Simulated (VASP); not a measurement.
# AlN (P6_3mc) in VASP: notebook

AlN is run at these levels: HSE06; tasks: single point.

All numbers are computed with VASP 6.6.1; they aren't measurements. Logs are shortened: lines on timing, memory, paths and dates and some standing lists are left out, and cuts for length are marked.

## Step 1: The cell of the first run

Symmetry: P6_3mc, No. 186, hexagonal system. The conventional cell has a = 3.107 Å, b = 3.107 Å, c = 4.979 Å, α = 90.00°, β = 90.00°, γ = 120.00°. Within 2.5 Å of Al (site symmetry 3m) lie 4 N at 1.89 to 1.90 Å. Within 2.5 Å of N (site symmetry 3m) lie 4 Al at 1.89 to 1.90 Å.

## Step 2: Single point, HSE06

POSCAR

```
AlN
1.0
    3.1066937589      0.0000000000      0.0000000000
   -1.5533468794      2.6904757169      0.0000000000
    0.0000000000      0.0000000000      4.9785915513
Al N
2 2
Direct
    0.3333333333      0.6666666667     -0.0032954729
    0.6666666667      0.3333333333      0.4967045271
    0.3333333333      0.6666666667      0.3782954729
    0.6666666667      0.3333333333      0.8782954729
```

INCAR.step1

```
  ALGO = Normal
  EDIFF = 1E-5
  ENCUT = 520
  GGA = PE
  GGA_COMPAT = False
  ISIF = 2
  ISMEAR = 0
  LASPH = True
  LCHARG = False
  LREAL = False
  LWAVE = True
  NBANDS = 16
  NELM = 120
  PREC = Accurate
  SIGMA = 0.01
```

INCAR.step2

```
  ALGO = Normal
  EDIFF = 1E-6
  ENCUT = 520
  GGA = PE
  GGA_COMPAT = False
  HFSCREEN = 0.2079
  ISIF = 2
  ISMEAR = 0
  ISTART = 1
  LASPH = True
  LCHARG = False
  LHFCALC = True
  LREAL = False
  LWAVE = False
  NBANDS = 16
  NELM = 120
  PREC = Accurate
  PRECFOCK = Normal
  SIGMA = 0.01
```

KPOINTS

```
k-points
0
Gamma
  6 6 4
```

Potentials or basis: VASP PAW PBE potentials, release 64 (Al, N).

Launch:

```console
> cat potpaw_PBE.64/Al/POTCAR potpaw_PBE.64/N/POTCAR > POTCAR
> cp INCAR.step1 INCAR
> mpirun -np 1 vasp_std > vasp.out
> cp INCAR.step2 INCAR
> mpirun -np 1 vasp_std > vasp.out
```

OUTCAR:

```text
EDIFF = 1E-6
   ENCUT = 520
   GGA = PE
   HFSCREEN = 0.2079
   ISIF = 2
   ISMEAR = 0
   ISTART = 1
   LASPH = True
   LHFCALC = True
   LREAL = False
   NELM = 120
   PREC = Accurate
   PRECFOCK = Normal

 ion  position               nearest neighbor table
   1  0.333  0.667  0.997-   4 1.89   4 1.89   4 1.89   3 1.90   2 3.07   2 3.07   2 3.07   2 3.07
                             2 3.07   2 3.07
   2  0.667  0.333  0.497-   3 1.89   3 1.89   3 1.89   4 1.90   1 3.07   1 3.07   1 3.07   1 3.07
                             1 3.07   1 3.07
   3  0.333  0.667  0.378-   2 1.89   2 1.89   2 1.89   1 1.90
   4  0.667  0.333  0.878-   1 1.89   1 1.89   1 1.89   2 1.90

  LATTYP: Found a hexagonal cell.
 ALAT       =     3.1066937589
 C/A-ratio  =     1.6025369533

  Lattice vectors:

 A1 = (   3.1066937589,   0.0000000000,   0.0000000000)
 A2 = (  -1.5533468794,   2.6904757169,   0.0000000000)
 A3 = (   0.0000000000,   0.0000000000,   4.9785915513)

Analysis of symmetry for initial positions (statically):
=====================================================================
 Subroutine PRICEL returns:
 Original cell was already a primitive cell.

 Routine SETGRP: Setting up the symmetry group for a
 hexagonal supercell.

 Subroutine GETGRP returns: Found 12 space group operations
 (whereof  6 operations were pure point group operations)
 out of a pool of 24 trial point group operations.

The static configuration has the point symmetry C_3v.
 The point group associated with its full space group is C_6v.

Analysis of symmetry for dynamics (positions and initial velocities):
=====================================================================
 Subroutine PRICEL returns:
 Original cell was already a primitive cell.

 Routine SETGRP: Setting up the symmetry group for a
 hexagonal supercell.

 Subroutine GETGRP returns: Found 12 space group operations
 (whereof  6 operations were pure point group operations)
 out of a pool of 24 trial point group operations.

The dynamic configuration has the point symmetry C_3v.
 The point group associated with its full space group is C_6v.

 Subroutine INISYM returns: Found 12 space group operations
 (whereof  6 operations are pure point group operations),
 and found     1 'primitive' translations

----------------------------------------------------------------------------------------

                                     Primitive cell

  volume of cell :      41.6135

  direct lattice vectors                    reciprocal lattice vectors
     3.106693759  0.000000000  0.000000000     0.321885605  0.185840741  0.000000000
    -1.553346879  2.690475717  0.000000000     0.000000000  0.371681481  0.000000000
     0.000000000  0.000000000  4.978591551     0.000000000  0.000000000  0.200860020

  length of vectors
     3.106693759  3.106693759  4.978591551     0.371681481  0.371681481  0.200860020

  position of ions in fractional coordinates (direct lattice)
     0.333333333  0.666666667  0.996704527
     0.666666667  0.333333333  0.496704527
     0.333333333  0.666666667  0.378295473
     0.666666667  0.333333333  0.878295473

  ion indices of the primitive-cell ions
   primitive index   ion index
                 1           1
                 2           2
                 3           3
                 4           4

----------------------------------------------------------------------------------------

 KPOINTS: k-points

Automatic generation of k-mesh.
 Grid dimensions read from file:
 generate k-points for:    6    6    4

 Generating k-lattice:

  Cartesian coordinates                     Fractional coordinates (reciprocal lattice)
     0.053647601  0.030973457  0.000000000     0.166666667  0.000000000  0.000000000
     0.000000000  0.061946914  0.000000000     0.000000000  0.166666667  0.000000000
     0.000000000  0.000000000  0.050215005     0.000000000  0.000000000  0.250000000

  Length of vectors
     0.061946914  0.061946914  0.050215005

  Shift w.r.t. Gamma in fractional coordinates (k-lattice)
     0.000000000  0.000000000  0.000000000

 Subroutine IBZKPT returns following result:
 ===========================================

 Found     21 irreducible k-points:

 Following reciprocal coordinates:
            Coordinates               Weight
  0.000000  0.000000  0.000000      1.000000
  0.166667 -0.000000  0.000000      6.000000
  0.333333 -0.000000  0.000000      6.000000
  0.500000 -0.000000  0.000000      3.000000
  0.166667  0.166667  0.000000      6.000000
  0.333333  0.166667  0.000000     12.000000
[... 13 lines left out ...]
  0.333333  0.166667  0.500000     12.000000
  0.333333  0.333333  0.500000      2.000000
   k-points           NKPTS =     21   k-points in BZ     NKDIM =    144   number of bands    NBANDS=     16
   number of dos      NEDOS =    301   number of ions     NIONS =      4
   total plane-waves  NPLWV =  23040
   dimension x,y,z NGX =    24 NGY =   24 NGZ =   40
   dimension x,y,z NGXF=    48 NGYF=   48 NGZF=   80
   ions per type =               2   2
   NGX,Y,Z   is equivalent  to a cutoff of  12.84, 12.84, 13.36 a.u.
   NGXF,Y,Z  is equivalent  to a cutoff of  25.69, 25.69, 26.71 a.u.
 SYSTEM =  unknown system
   PREC   = accura    normal or accurate (medium, high low for compatibility)
   ISTART =      1    job   : 0-new  1-cont  2-samecut
   ICHARG =      0    charge: 1-file 2-atom 10-const
   ISPIN  =      1    spin polarized calculation?
   LNONCOLLINEAR =      F non collinear calculations
   LSORBIT =      F    spin-orbit coupling
   LASPH  =      T    aspherical Exc in radial PAW
   ENCUT  =  520.0 eV  38.22 Ry    6.18 a.u.   5.78  5.78  9.26*2*pi/ulx,y,z
   NELM   =    120;   NELMIN=  2; NELMDL=  0     # of ELM steps
   EDIFF  = 0.1E-05   stopping-criterion for ELM
   LREAL  =      F    real-space projection
   EDIFFG = 0.1E-04   stopping-criterion for IOM
   NSW    =      0    number of steps for IOM
   IBRION =     -1    ionic relax: 0-MD 1-quasi-New 2-CG
   NFREE  =      0    steps in history (QN), initial steepest desc. (CG)
   ISIF   =      2    stress and relaxation
   ISYM   =      3    0-nonsym 1-usesym 2-fastsym
   POTIM  = 0.5000    time-step for ionic-motion
   TEBEG  =    0.0;   TEEND  =   0.0 temperature during run
   PSTRESS=    0.0 pullay stress
   NELECT =      16.0000    total number of electrons
   NUPDOWN=      -1.0000    fix difference up-down
   EMIN   =  10.00;   EMAX   =-10.00  energy-range for DOS
   EFERMI =   0.00;   METHOD = LEGACY
   ISMEAR =     0;   SIGMA  =   0.01  broadening in eV -4-tet -1-fermi 0-gaus
   EFERMI_NEDOS =   21; number of points for ismear=-14 and -15
   IALGO  =     38    algorithm
   IMIX   =      1    mixing-type and parameters
     AMIX     =   0.40;   BMIX     =  1.00
     AMIX_MAG =   1.60;   BMIX_MAG =  1.00
  volume/ion in A,a.u.               =      10.40        70.21
  Fermi-wavevector in a.u.,A,eV,Ry     =   1.190429  2.249585 19.281103  1.417121
  Thomas-Fermi vector in A             =   2.326514
   LORBIT       =      0    0 simple, 1 ext, 2 COOP (PROOUT), +10 PAW based schemes
   GGA     = PE    functional components
   LHFCALC =     T    Hartree Fock is set to
   PRECFOCK=normal    Normal, Fast or Accurate (Low or Medium for compatibility)
   ENCUT4O =  -1.0   cutoff for four orbital integrals eV
   NKREDX  =     1    reduce k-point grid by
   NKREDY  =     1    reduce k-point grid by
   NKREDZ  =     1    reduce k-point grid by
   AEXX    =    0.2500 exact exchange contribution
   HFSCREEN=    0.2079 screening length (either q_TF or 0.3 A-1)
   HFSCREENC=   0.2079 screening length for correlation (either q_TF or 0.3 A-1)
   ENCUTFOCK=  -1.0 apply spherical cutoff to Coloumb kernel
   IVDW    =     0    specifies the selected vdW correction
   LEPSILON=     F    determine dielectric tensor
   LRPA    =     F    only Hartree local field effects (RPA)
 non-spin polarized calculation
 Gauss-broadening in eV      SIGMA  =   0.01
  energy-cutoff  :      520.00
  volume of cell :       41.61
 maximum number of plane-waves:      1152
 NGX is ok and might be reduce to    24
  NGX = 18; NGY = 18; NGZ = 28

 number of electron      15.9999997 magnetization

 Free energy of the ion-electron system (eV)
  ---------------------------------------------------
  ext. energy  EPLUGINS =         0.00000000
  ---------------------------------------------------
  free energy    TOTEN  =       -34.89471647 eV

  energy without entropy =      -34.89471647  energy(sigma->0) =      -34.89471647

 E-fermi :   5.3258     XC(G=0):  -9.0083

 val. band max:        5.2768598833   @ k =   0.0000   0.0000   0.0000
 cond. band min:      10.8694177836   @ k =   0.0000   0.0000   0.0000
 fundamental gap:      5.5925579003
 Fermi energy:         5.3258219042

 k-point     1 :       0.0000    0.0000    0.0000
  band No.  band energies     occupation
      1     -11.4462      2.00000
      2      -9.1498      2.00000
      3      -1.2464      2.00000
      4       4.3237      2.00000
      5       4.3237      2.00000
      6       5.0465      2.00000
[... 8 lines left out ...]
     15      20.2017      0.00000
     16      20.2017      0.00000

 k-point     2 :       0.1667   -0.0000    0.0000
  band No.  band energies     occupation
      1     -11.0728      2.00000
      2      -8.9472      2.00000
      3      -0.7893      2.00000
      4       2.8076      2.00000
      5       3.6826      2.00000
      6       3.8959      2.00000
[... 8 lines left out ...]
     15      19.4487      0.00000
     16      19.7981      0.00000

 k-point     3 :       0.3333   -0.0000    0.0000
  band No.  band energies     occupation
      1     -10.1107      2.00000
      2      -8.5881      2.00000
      3       0.3841      2.00000
      4       0.4712      2.00000
      5       1.6690      2.00000
      6       3.2472      2.00000
[... 8 lines left out ...]
     15      19.2185      0.00000
     16      21.6329      0.00000

 k-point     4 :       0.5000   -0.0000    0.0000
  band No.  band energies     occupation
      1      -9.3368      2.00000
      2      -8.5908      2.00000
      3      -0.6481      2.00000
      4       0.7337      2.00000
      5       1.6308      2.00000
      6       2.9759      2.00000
[... 8 lines left out ...]
     15      19.9554      0.00000
     16      22.3330      0.00000

 k-point     5 :       0.1667    0.1667    0.0000
  band No.  band energies     occupation
      1     -10.3981      2.00000
      2      -8.6590      2.00000
      3       0.0694      2.00000
      4       1.6001      2.00000
      5       1.6262      2.00000
      6       3.4280      2.00000
[... 8 lines left out ...]
     15      19.7503      0.00000
     16      21.2162      0.00000

 k-point     6 :       0.3333    0.1667    0.0000
  band No.  band energies     occupation
      1      -9.4138      2.00000
      2      -8.5255      2.00000
      3      -0.1076      2.00000
      4       1.0022      2.00000
      5       1.4861      2.00000
      6       2.2432      2.00000
[... 8 lines left out ...]
     15      19.5701      0.00000
     16      21.9908      0.00000
[... 210 lines left out ...]
 k-point    18 :       0.5000   -0.0000    0.5000
  band No.  band energies     occupation
      1      -8.9379      2.00000
      2      -8.9379      2.00000
      3      -0.8177      2.00000
      4      -0.8177      2.00000
      5       3.6626      2.00000
      6       3.6626      2.00000
[... 8 lines left out ...]
     15      20.3769      0.00000
     16      20.3769      0.00000

 k-point    19 :       0.1667    0.1667    0.5000
  band No.  band energies     occupation
      1      -9.6244      2.00000
      2      -9.6244      2.00000
      3       0.7092      2.00000
      4       0.7092      2.00000
      5       3.2752      2.00000
      6       3.2752      2.00000
[... 8 lines left out ...]
     15      20.0229      0.00000
     16      20.0229      0.00000

 k-point    20 :       0.3333    0.1667    0.5000
  band No.  band energies     occupation
      1      -8.9587      2.00000
      2      -8.9587      2.00000
      3      -0.3306      2.00000
      4      -0.3306      2.00000
      5       2.4256      2.00000
      6       2.4256      2.00000
[... 8 lines left out ...]
     15      20.6044      0.00000
     16      20.6044      0.00000

 k-point    21 :       0.3333    0.3333    0.5000
  band No.  band energies     occupation
      1      -8.7184      2.00000
      2      -8.7184      2.00000
      3       0.0147      2.00000
      4       0.0147      2.00000
      5       1.0923      2.00000
      6       1.0923      2.00000
[... 8 lines left out ...]
     15      20.8207      0.00000
     16      20.8207      0.00000

------------------------ aborting loop because EDIFF is reached ----------------------------------------

  FORCE on cell =-STRESS in cart. coord.  units (eV):
  Direction    XX          YY          ZZ          XY          YZ          ZX
  --------------------------------------------------------------------------------------
  -------------------------------------------------------------------------------------
  Total       -0.1938244     -0.1938244     -0.2325234     -0.0000000      0.0000000      0.0000000
  in kB       -7.4625112     -7.4625112     -8.9524769     -0.0000000      0.0000000      0.0000000
  external PRESSURE =      -7.9591665 kB  Pullay stress =       0.0000000 kB

 VOLUME and BASIS-vectors are now :
 -----------------------------------------------------------------------------
  energy-cutoff  :      520.00
  volume of cell :       41.61
      direct lattice vectors                 reciprocal lattice vectors
     3.106693759  0.000000000  0.000000000     0.321885605  0.185840741  0.000000000
    -1.553346879  2.690475717  0.000000000     0.000000000  0.371681481  0.000000000
     0.000000000  0.000000000  4.978591551     0.000000000  0.000000000  0.200860020

 POSITION                                       TOTAL-FORCE (eV/Angst)
 -----------------------------------------------------------------------------------
     -0.00000      1.79365      4.96218        -0.000000      0.000000     -0.007648
      1.55335      0.89683      2.47289         0.000000      0.000000     -0.007648
     -0.00000      1.79365      1.88338        -0.000000     -0.000000      0.007648
      1.55335      0.89683      4.37267         0.000000      0.000000      0.007648
 -----------------------------------------------------------------------------------
    total drift:                               -0.000000     -0.000000     -0.000717

  FREE ENERGIE OF THE ION-ELECTRON SYSTEM (eV)
  ---------------------------------------------------
  free  energy   TOTEN  =       -34.8947164738 eV

  energy  without entropy=      -34.8947164738  energy(sigma->0) =      -34.89471647
```

It took 35 min on 1 thread of Intel Xeon 8259CL, shared host; peak memory 0.27 GiB.

Results:

```
Free energy            : -34.8947 eV
Pressure               : -0.8 GPa
Largest force          : 0.008 eV/Å
Band gap on the k mesh : 5.59 eV
```

Forces in eV/Å, atoms in the order of the input:
```
Al   0.000  0.000 -0.008
Al   0.000  0.000 -0.008
N    0.000  0.000  0.008
N    0.000  0.000  0.008
```

Caveat: the PAW data sets were made with another functional, which shifts forces and pressure a little.

## Step 3: Single point, HSE06

POSCAR

```
AlN
1.0
    3.1066937614      0.0000000000      0.0000000000
   -1.5533468807      2.6904757192      0.0000000000
    0.0000000000      0.0000000000      4.9785915477
Al N
2 2
Direct
    0.3333333333      0.6666666667     -0.0032954727
    0.6666666667      0.3333333333      0.4967045273
    0.3333333333      0.6666666667      0.3782954727
    0.6666666667      0.3333333333      0.8782954727
```

INCAR.step1

```
PREC = Accurate
ENCUT = 520
EDIFF = 1E-5
ISMEAR = 0
SIGMA = 0.01
LREAL = F
LASPH = T
NELM = 80
ALGO = Normal
ISIF = 2
LWAVE = T
LCHARG = F
NBANDS = 16
GGA = PE
```

INCAR.step2

```
PREC = Accurate
ENCUT = 520
EDIFF = 1E-7
ISMEAR = 0
SIGMA = 0.01
LREAL = F
LASPH = T
NELM = 80
ALGO = Normal
ISIF = 2
LWAVE = F
LCHARG = F
GGA = PE
LHFCALC = T
HFSCREEN = 0.2079
PRECFOCK = Normal
NBANDS = 16
ISTART = 1
```

KPOINTS

```
regular mesh
0
Gamma
  6 6 4
```

Potentials or basis: VASP PAW PBE potentials, release 64 (Al, N).

Launch:

```console
> cat potpaw_PBE.64/Al/POTCAR potpaw_PBE.64/N/POTCAR > POTCAR
> cp INCAR.step1 INCAR
> mpirun -np 1 vasp_std > vasp.out
> cp INCAR.step2 INCAR
> mpirun -np 1 vasp_std > vasp.out
```

Run time: 17 min. Hardware: 1 thread of Intel Xeon Platinum 8488C (Sapphire Rapids), shared host; peak memory 0.26 GiB.

It converged, with:

```
Free energy            : -34.8947 eV
Pressure               : -0.8 GPa
Largest force          : 0.008 eV/Å
Band gap on the k mesh : 5.59 eV
```

Forces in eV/Å, atoms in the order of the input:
```
Al   0.000  0.000 -0.008
Al   0.000  0.000 -0.008
N    0.000  0.000  0.008
N    0.000  0.000  0.008
```

Stress tensor (GPa, compression positive):
```
-0.75  0.00  0.00
 0.00 -0.75  0.00
 0.00  0.00 -0.89
```

Levels at points of the mesh, in eV from the valence-band top:
```tsv
k point	band 4	band 5	band 6	band 7	band 8	band 9	band 10	band 11	band 12	band 13
(0.00, 0.00, 0.00)	-0.95	-0.95	-0.23	-0.23	0.00	5.59	8.17	12.49	12.80	12.80
(0.50, 0.00, 0.00)	-4.54	-3.65	-2.30	-1.90	-0.77	7.17	7.19	9.75	12.10	12.52
(0.00, 0.00, 0.50)	-3.60	-0.60	-0.60	-0.60	-0.60	7.98	7.98	12.03	12.03	13.12
(0.50, 0.00, 0.50)	-6.09	-1.61	-1.61	-1.49	-1.49	6.66	6.66	10.81	10.81	13.80
```

Caveat: the PAW data sets were made with another functional, which shifts forces and pressure a little.
